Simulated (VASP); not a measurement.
# ZnCu (Pm-3m) in VASP: further runs

The runs below take ZnCu through single point, with PBE.

Everything below comes from runs of VASP 6.6.1. Logs are shortened: lines on timing, memory, paths and dates and some standing lists are left out, and cuts for length are marked.

## 1. The cell of the first run

Symmetry: Pm-3m, No. 221, cubic system. Conventional cell: a = 2.864 Å, b = 2.864 Å, c = 2.864 Å, α = 90.00°, β = 90.00°, γ = 90.00°. Zn (site symmetry m-3m) has 8 Cu at 2.48 Å and 6 Zn at 2.86 Å within 3.3 Å. Within 3.3 Å of Cu (site symmetry m-3m) lie 8 Zn at 2.48 Å and 6 Cu at 2.86 Å.

## 2. Single point, PBE

Contents of INCAR:

```
SYSTEM = ZnCu
  PREC = Accurate
  ENCUT = 600
  EDIFF = 1E-6
  ISMEAR = -1
  SIGMA = 0.1
  LREAL = .FALSE.
  LASPH = .TRUE.
  NELM = 120
  ALGO = Normal
  ISIF = 2
  LWAVE = .FALSE.
  LCHARG = .FALSE.
  GGA = PE
  NBANDS = 18
  GGA_COMPAT = .FALSE.
```

Contents of KPOINTS:

```
Automatic mesh
0
G
  8 8 8
  0 0 0
```

Contents of POSCAR:

```
ZnCu
1.0
    2.8642740932      0.0000000000      0.0000000000
    0.0000000000      2.8642740932      0.0000000000
    0.0000000000      0.0000000000      2.8642740932
Zn Cu
1 1
Direct
    0.5000000000      0.5000000000      0.5000000000
    0.0000000000      0.0000000000      0.0000000000
```

Potentials or basis: VASP PAW PBE potentials, release 64 (Zn, Cu).

Started as:

```console
> cat potpaw_PBE.64/Zn/POTCAR potpaw_PBE.64/Cu/POTCAR > POTCAR
> mpirun -np 1 vasp_std > vasp.out
```

OUTCAR:

```text
SYSTEM = ZnCu
   PREC = Accurate
   ENCUT = 600
   EDIFF = 1E-6
   ISMEAR = -1
   LREAL = .FALSE.
   LASPH = .TRUE.
   NELM = 120
   ISIF = 2
   GGA = PE

 ion  position               nearest neighbor table
   1  0.500  0.500  0.500-   2 2.48   2 2.48   2 2.48   2 2.48   2 2.48   2 2.48   2 2.48   2 2.48

   2  0.000  0.000  0.000-   1 2.48   1 2.48   1 2.48   1 2.48   1 2.48   1 2.48   1 2.48   1 2.48

  LATTYP: Found a simple cubic cell.
 ALAT       =     2.8642740932

  Lattice vectors:

 A1 = (   2.8642740932,   0.0000000000,   0.0000000000)
 A2 = (   0.0000000000,   2.8642740932,   0.0000000000)
 A3 = (   0.0000000000,   0.0000000000,   2.8642740932)

Analysis of symmetry for initial positions (statically):
=====================================================================
 Subroutine PRICEL returns:
 Original cell was already a primitive cell.

 Routine SETGRP: Setting up the symmetry group for a
 simple cubic supercell.

 Subroutine GETGRP returns: Found 48 space group operations
 (whereof 48 operations were pure point group operations)
 out of a pool of 48 trial point group operations.

The static configuration has the point symmetry O_h .

Analysis of symmetry for dynamics (positions and initial velocities):
=====================================================================
 Subroutine PRICEL returns:
 Original cell was already a primitive cell.

 Routine SETGRP: Setting up the symmetry group for a
 simple cubic supercell.

 Subroutine GETGRP returns: Found 48 space group operations
 (whereof 48 operations were pure point group operations)
 out of a pool of 48 trial point group operations.

The dynamic configuration has the point symmetry O_h .

 Subroutine INISYM returns: Found 48 space group operations
 (whereof 48 operations are pure point group operations),
 and found     1 'primitive' translations

----------------------------------------------------------------------------------------

                                     Primitive cell

  volume of cell :      23.4987

  direct lattice vectors                    reciprocal lattice vectors
     2.864274093  0.000000000  0.000000000     0.349128599  0.000000000  0.000000000
     0.000000000  2.864274093  0.000000000     0.000000000  0.349128599  0.000000000
     0.000000000  0.000000000  2.864274093     0.000000000  0.000000000  0.349128599

  length of vectors
     2.864274093  2.864274093  2.864274093     0.349128599  0.349128599  0.349128599

  position of ions in fractional coordinates (direct lattice)
     0.500000000  0.500000000  0.500000000
     0.000000000  0.000000000  0.000000000

  ion indices of the primitive-cell ions
   primitive index   ion index
                 1           1
                 2           2

----------------------------------------------------------------------------------------

 KPOINTS: Automatic mesh

Automatic generation of k-mesh.
 Grid dimensions read from file:
 generate k-points for:    8    8    8

 Generating k-lattice:

  Cartesian coordinates                     Fractional coordinates (reciprocal lattice)
     0.043641075  0.000000000  0.000000000     0.125000000  0.000000000  0.000000000
     0.000000000  0.043641075  0.000000000     0.000000000  0.125000000  0.000000000
     0.000000000  0.000000000  0.043641075     0.000000000  0.000000000  0.125000000

  Length of vectors
     0.043641075  0.043641075  0.043641075

  Shift w.r.t. Gamma in fractional coordinates (k-lattice)
     0.000000000  0.000000000  0.000000000

 Subroutine IBZKPT returns following result:
 ===========================================

 Found     35 irreducible k-points:

 Following reciprocal coordinates:
            Coordinates               Weight
  0.000000  0.000000  0.000000      1.000000
  0.125000  0.000000  0.000000      6.000000
  0.250000  0.000000  0.000000      6.000000
  0.375000  0.000000  0.000000      6.000000
  0.500000  0.000000  0.000000      3.000000
  0.125000  0.125000  0.000000     12.000000
[... 16 lines left out ...]
  0.375000  0.375000  0.125000     24.000000
  0.500000  0.375000  0.125000     24.000000
 [... further k-points ...]
   k-points           NKPTS =     35   k-points in BZ     NKDIM =     35   number of bands    NBANDS=     18
   number of dos      NEDOS =    301   number of ions     NIONS =      2
   total plane-waves  NPLWV =  13824
   dimension x,y,z NGX =    24 NGY =   24 NGZ =   24
   dimension x,y,z NGXF=    48 NGYF=   48 NGZF=   48
   ions per type =               1   1
   NGX,Y,Z   is equivalent  to a cutoff of  13.93, 13.93, 13.93 a.u.
   NGXF,Y,Z  is equivalent  to a cutoff of  27.86, 27.86, 27.86 a.u.
 SYSTEM =  ZnCu
   PREC   = accura    normal or accurate (medium, high low for compatibility)
   ISTART =      0    job   : 0-new  1-cont  2-samecut
   ICHARG =      2    charge: 1-file 2-atom 10-const
   ISPIN  =      1    spin polarized calculation?
   LNONCOLLINEAR =      F non collinear calculations
   LSORBIT =      F    spin-orbit coupling
   LASPH  =      T    aspherical Exc in radial PAW
   ENCUT  =  600.0 eV  44.10 Ry    6.64 a.u.   5.72  5.72  5.72*2*pi/ulx,y,z
   NELM   =    120;   NELMIN=  2; NELMDL= -5     # of ELM steps
   EDIFF  = 0.1E-05   stopping-criterion for ELM
   LREAL  =      F    real-space projection
   EDIFFG = 0.1E-04   stopping-criterion for IOM
   NSW    =      0    number of steps for IOM
   IBRION =     -1    ionic relax: 0-MD 1-quasi-New 2-CG
   NFREE  =      0    steps in history (QN), initial steepest desc. (CG)
   ISIF   =      2    stress and relaxation
   ISYM   =      2    0-nonsym 1-usesym 2-fastsym
   POTIM  = 0.5000    time-step for ionic-motion
   TEBEG  =    0.0;   TEEND  =   0.0 temperature during run
   PSTRESS=    0.0 pullay stress
   NELECT =      23.0000    total number of electrons
   NUPDOWN=      -1.0000    fix difference up-down
   EMIN   =  10.00;   EMAX   =-10.00  energy-range for DOS
   EFERMI =   0.00;   METHOD = LEGACY
   ISMEAR =    -1;   SIGMA  =   0.10  broadening in eV -4-tet -1-fermi 0-gaus
   EFERMI_NEDOS =   21; number of points for ismear=-14 and -15
   IALGO  =     38    algorithm
   IMIX   =      4    mixing-type and parameters
     AMIX     =   0.40;   BMIX     =  1.00
     AMIX_MAG =   1.60;   BMIX_MAG =  1.00
  volume/ion in A,a.u.               =      11.75        79.29
  Fermi-wavevector in a.u.,A,eV,Ry     =   1.625435  3.071626 35.947110  2.642038
  Thomas-Fermi vector in A             =   2.718558
   LORBIT       =      0    0 simple, 1 ext, 2 COOP (PROOUT), +10 PAW based schemes
   GGA     = PE    functional components
   LHFCALC =     F    Hartree Fock is set to
   AEXX    =    0.0000 exact exchange contribution
   IVDW    =     0    specifies the selected vdW correction
   LEPSILON=     F    determine dielectric tensor
   LRPA    =     F    only Hartree local field effects (RPA)
 non-spin polarized calculation
  energy-cutoff  :      600.00
  volume of cell :       23.50
 maximum number of plane-waves:       804
 NGX is ok and might be reduce to    24
   NGX = 11   NGY = 11   NGZ = 11

 number of electron      22.9999980 magnetization

 Free energy of the ion-electron system (eV)
  ---------------------------------------------------
  ext. energy  EPLUGINS =         0.00000000
  ---------------------------------------------------
  free energy    TOTEN  =        -4.91093521 eV

  energy without entropy =       -4.89044515  energy(sigma->0) =       -4.90069018

 E-fermi :   6.1755     XC(G=0): -12.8754

 val. band max:        6.0403704790   @ k =   0.3750   0.2500   0.1250
 cond. band min:       6.1846080565   @ k =   0.3750   0.3750   0.1250
 fundamental gap:      0.1442375775
 Fermi energy:         6.1754857004

 k-point     1 :       0.0000    0.0000    0.0000
  band No.  band energies     occupation
      1      -4.6316      2.00000
      2      -1.7825      2.00000
      3      -1.7825      2.00000
      4      -0.9364      2.00000
      5      -0.9364      2.00000
      6      -0.9364      2.00000
[... 10 lines left out ...]
     17      20.0504      0.00000
     18      30.6481      0.00000

 k-point     2 :       0.1250    0.0000    0.0000
  band No.  band energies     occupation
      1      -4.3328      2.00000
      2      -1.7413      2.00000
      3      -1.7127      2.00000
      4      -0.9636      2.00000
      5      -0.9636      2.00000
      6      -0.9209      2.00000
[... 10 lines left out ...]
     17      21.9009      0.00000
     18      28.2708      0.00000

 k-point     3 :       0.2500    0.0000    0.0000
  band No.  band energies     occupation
      1      -3.4747      2.00000
      2      -1.6389      2.00000
      3      -1.5182      2.00000
      4      -1.0290      2.00000
      5      -1.0290      2.00000
      6      -0.8829      2.00000
[... 10 lines left out ...]
     17      25.3510      0.00000
     18      25.3555      0.00000

 k-point     4 :       0.3750    0.0000    0.0000
  band No.  band energies     occupation
      1      -2.3218      2.00000
      2      -1.5320      2.00000
      3      -1.1046      2.00000
      4      -1.0938      2.00000
      5      -1.0938      2.00000
      6      -0.8442      2.00000
[... 10 lines left out ...]
     17      22.0771      0.00000
     18      22.0771      0.00000

 k-point     5 :       0.5000    0.0000    0.0000
  band No.  band energies     occupation
      1      -1.8524      2.00000
      2      -1.4863      2.00000
      3      -1.1205      2.00000
      4      -1.1205      2.00000
      5      -0.8279      2.00000
      6      -0.2304      2.00000
[... 10 lines left out ...]
     17      20.3662      0.00000
     18      21.7223      0.00000

 k-point     6 :       0.1250    0.1250    0.0000
  band No.  band energies     occupation
      1      -4.0399      2.00000
      2      -1.6926      2.00000
      3      -1.6546      2.00000
      4      -0.9923      2.00000
      5      -0.9814      2.00000
      6      -0.9257      2.00000
[... 307 lines left out ...]
 k-point    21 :       0.3750    0.2500    0.1250
  band No.  band energies     occupation
      1      -1.7975      2.00000
      2      -1.4921      2.00000
      3      -1.2354      2.00000
      4      -1.1543      2.00000
      5      -1.0952      2.00000
      6      -0.1126      2.00000
[... 10 lines left out ...]
     17      23.4071      0.00000
     18      23.9754      0.00000

 k-point    22 :       0.5000    0.2500    0.1250
  band No.  band energies     occupation
      1      -1.6951      2.00000
      2      -1.4995      2.00000
      3      -1.2723      2.00000
      4      -1.1322      2.00000
      5      -1.0913      2.00000
      6       1.1203      2.00000
[... 10 lines left out ...]
     17      23.8533      0.00000
     18      24.7889      0.00000

 k-point    23 :       0.3750    0.3750    0.1250
  band No.  band energies     occupation
      1      -1.8465      2.00000
      2      -1.5119      2.00000
      3      -1.2669      2.00000
      4      -1.2341      2.00000
      5      -0.8229      2.00000
      6       0.7333      2.00000
[... 10 lines left out ...]
     17      20.8111      0.00000
     18      23.6854      0.00000

 k-point    24 :       0.5000    0.3750    0.1250
  band No.  band energies     occupation
      1      -1.8891      2.00000
      2      -1.5109      2.00000
      3      -1.3032      2.00000
      4      -1.2596      2.00000
      5      -0.7249      2.00000
      6       1.3266      2.00000
[... 10 lines left out ...]
     17      21.8090      0.00000
     18      22.7806      0.00000

 [... further k-points ...]
[... 5 lines left out ...]
  --------------------------------------------------------------------------------------
  -------------------------------------------------------------------------------------
  Total        2.3419378      2.3419378      2.3419378      0.0000000     -0.0000000      0.0000000
  in kB      159.6769459    159.6769459    159.6769459      0.0000000     -0.0000000      0.0000000
  external PRESSURE =     159.6769459 kB  Pullay stress =       0.0000000 kB

 VOLUME and BASIS-vectors are now :
 -----------------------------------------------------------------------------
  energy-cutoff  :      600.00
  volume of cell :       23.50
      direct lattice vectors                 reciprocal lattice vectors
     2.864274093  0.000000000  0.000000000     0.349128599  0.000000000  0.000000000
     0.000000000  2.864274093  0.000000000     0.000000000  0.349128599  0.000000000
     0.000000000  0.000000000  2.864274093     0.000000000  0.000000000  0.349128599

 POSITION                                       TOTAL-FORCE (eV/Angst)
 -----------------------------------------------------------------------------------
      1.43214      1.43214      1.43214         0.000000      0.000000      0.000000
      0.00000      0.00000      0.00000         0.000000      0.000000      0.000000
 -----------------------------------------------------------------------------------
    total drift:                                0.000000      0.000000     -0.000000

  FREE ENERGIE OF THE ION-ELECTRON SYSTEM (eV)
  ---------------------------------------------------
  free  energy   TOTEN  =        -4.9109352071 eV

  energy  without entropy=       -4.8904451523  energy(sigma->0) =       -4.90069018
```

Run time: 32 s. Hardware: 1 thread of AMD EPYC 7R43 (Zen 3), shared host; peak memory 0.11 GiB.

Results:

| Property | Result |
| --- | --- |
| Free energy | -4.9109 eV |
| Pressure | 16.0 GPa |
| Band gap on the k mesh | zero (an odd number of electrons rules out a gap without spin polarisation) |

Caveat: the cell stands under pressure.

## 3. Single point, PBE

This run uses another cell than the first one, of 12.26 Å³/atom.

INCAR is that of step 2.

Contents of KPOINTS:

```
regular mesh
0
G
  8 8 8
  0 0 0
```

Contents of POSCAR:

```
ZnCu
1.0
    2.9051978236      0.0000000000      0.0000000000
    0.0000000000      2.9051978236      0.0000000000
    0.0000000000      0.0000000000      2.9051978236
Zn Cu
1 1
Direct
    0.5000000000      0.5000000000      0.5000000000
    0.0000000000      0.0000000000      0.0000000000
```

Potentials or basis: VASP PAW PBE potentials, release 64 (Zn, Cu).

Started as:

```console
> cat potpaw_PBE.64/Zn/POTCAR potpaw_PBE.64/Cu/POTCAR > POTCAR
> mpirun -np 1 vasp_std > vasp.out
```

Run time: 32 s. Hardware: 1 thread of AMD EPYC 7R43 (Zen 3), shared host; peak memory 0.11 GiB.

The run converged. Its results:

| Property | Result |
| --- | --- |
| Free energy | -4.9896 eV |
| Pressure | 8.7 GPa |
| Band gap on the k mesh | zero (an odd number of electrons rules out a gap without spin polarisation) |

Levels at points of the mesh, in eV from the Fermi level:
```tsv
k point	band 7	band 8	band 9	band 10	band 11	band 12	band 13	band 14	band 15	band 16
(0.00, 0.00, 0.00)	-3.50	-3.50	-2.61	-2.61	-2.61	6.58	6.58	6.58	11.72	11.72
(0.50, 0.00, 0.00)	-5.03	-3.64	-3.20	-3.20	-2.69	-1.84	12.27	12.27	12.89	12.89
(0.50, 0.50, 0.00)	-3.28	-2.76	-2.76	-2.36	-1.82	-1.82	2.14	2.47	14.58	16.06
(0.50, 0.50, 0.50)	-4.28	-4.28	-2.34	-2.34	4.35	4.64	4.64	4.64	4.84	4.84
```

Caveat: the cell stands under pressure.

## 4. Single point, PBE

This run uses another cell than the first one, of 13.79 Å³/atom.

Contents of INCAR:

```
  PREC = Accurate
  ENCUT = 600
  EDIFF = 1E-6
  ISMEAR = -1
  SIGMA = 0.1
  LREAL = F
  LASPH = T
  NELM = 120
  ALGO = Normal
  ISIF = 2
  LWAVE = F
  LCHARG = F
  GGA = PE
  NBANDS = 18
  GGA_COMPAT = F
```

Contents of KPOINTS:

```
Automatic mesh
0
Gamma
  8 8 8
```

Contents of POSCAR:

```
ZnCu
1.0
    3.0215274978      0.0000000000      0.0000000000
    0.0000000000      3.0215274978      0.0000000000
    0.0000000000      0.0000000000      3.0215274978
Zn Cu
1 1
Direct
    0.5000000000      0.5000000000      0.5000000000
    0.0000000000      0.0000000000      0.0000000000
```

Potentials or basis: VASP PAW PBE potentials, release 64 (Zn, Cu).

Started as:

```console
> cat potpaw_PBE.64/Zn/POTCAR potpaw_PBE.64/Cu/POTCAR > POTCAR
> mpirun -np 1 vasp_std > vasp.out
```

OUTCAR:

```text
PREC = Accurate
   ENCUT = 600
   EDIFF = 1E-6
   ISMEAR = -1
   LREAL = F
   LASPH = T
   NELM = 120
   ISIF = 2
   GGA = PE

 ion  position               nearest neighbor table
   1  0.500  0.500  0.500-   2 2.62   2 2.62   2 2.62   2 2.62   2 2.62   2 2.62   2 2.62   2 2.62

   2  0.000  0.000  0.000-   1 2.62   1 2.62   1 2.62   1 2.62   1 2.62   1 2.62   1 2.62   1 2.62

  LATTYP: Found a simple cubic cell.
 ALAT       =     3.0215274978

  Lattice vectors:

 A1 = (   3.0215274978,   0.0000000000,   0.0000000000)
[... 189 lines left out ...]
      5      -2.1997      2.00000
      6      -2.1997      2.00000
[... 481 lines left out ...]
      5      -2.0443      2.00000
      6       0.3270      2.00000
[... 10 lines left out ...]
     17      18.7592      0.00000
     18      19.5631      0.00000

 [... further k-points ...]
[... 5 lines left out ...]
  --------------------------------------------------------------------------------------
  -------------------------------------------------------------------------------------
  Total       -0.8873512     -0.8873512     -0.8873512      0.0000000     -0.0000000      0.0000000
  in kB      -51.5378710    -51.5378710    -51.5378710      0.0000000     -0.0000000      0.0000000
  external PRESSURE =     -51.5378710 kB  Pullay stress =       0.0000000 kB

 VOLUME and BASIS-vectors are now :
 -----------------------------------------------------------------------------
  energy-cutoff  :      600.00
  volume of cell :       27.59
      direct lattice vectors                 reciprocal lattice vectors
     3.021527498  0.000000000  0.000000000     0.330958431  0.000000000  0.000000000
     0.000000000  3.021527498  0.000000000     0.000000000  0.330958431  0.000000000
     0.000000000  0.000000000  3.021527498     0.000000000  0.000000000  0.330958431

 POSITION                                       TOTAL-FORCE (eV/Angst)
 -----------------------------------------------------------------------------------
      1.51076      1.51076      1.51076         0.000000      0.000000      0.000000
      0.00000      0.00000      0.00000         0.000000      0.000000      0.000000
 -----------------------------------------------------------------------------------
    total drift:                                0.000000      0.000000     -0.000000

  FREE ENERGIE OF THE ION-ELECTRON SYSTEM (eV)
  ---------------------------------------------------
  free  energy   TOTEN  =        -5.0100624945 eV

  energy  without entropy=       -4.9937728628  energy(sigma->0) =       -5.00191768
```

stdout:

```text
POSCAR found type information on POSCAR ZnCu
 POSCAR found :  2 types and       2 ions
 scaLAPACK will be used
 LDA part: xc-table for (Slater+PW92), standard interpolation
 POSCAR, INCAR and KPOINTS ok, starting setup
 FFT: planning ... GRIDC
 FFT: planning ... GRID_SOFT
 FFT: planning ... GRID
 WAVECAR not read
 entering main loop
```

It took 36 s on 1 thread of AMD EPYC 7R43 (Zen 3), shared host; peak memory 0.11 GiB.

Results:

| Item | Value |
| --- | --- |
| Free energy | -5.0101 eV |
| Pressure | -5.2 GPa |
| Band gap on the k mesh | zero (an odd number of electrons rules out a gap without spin polarisation) |

Caveat: the cell stands under tension.

## 5. Overview

| cell | gap on the mesh (eV) | pressure (GPa) |
| --- | --- | --- |
| a = 2.864 Å, 2 atoms | none | 16.0 |
| a = 2.905 Å, 2 atoms | none | 8.7 |
| a = 3.022 Å, 2 atoms | none | -5.2 |

Alike in all rows: task single point; level PBE; potentials or basis VASP PAW PBE potentials, release 64 (Zn, Cu); no spin polarisation; k mesh 8 × 8 × 8; cutoff (eV) 600; smearing fermi-dirac 0.1 eV.

Caveats: the cell stands under pressure (at least some runs); the cell stands under tension (at least some runs).

Total energies depend on the potentials used, so only differences within one code and one set of settings carry meaning.
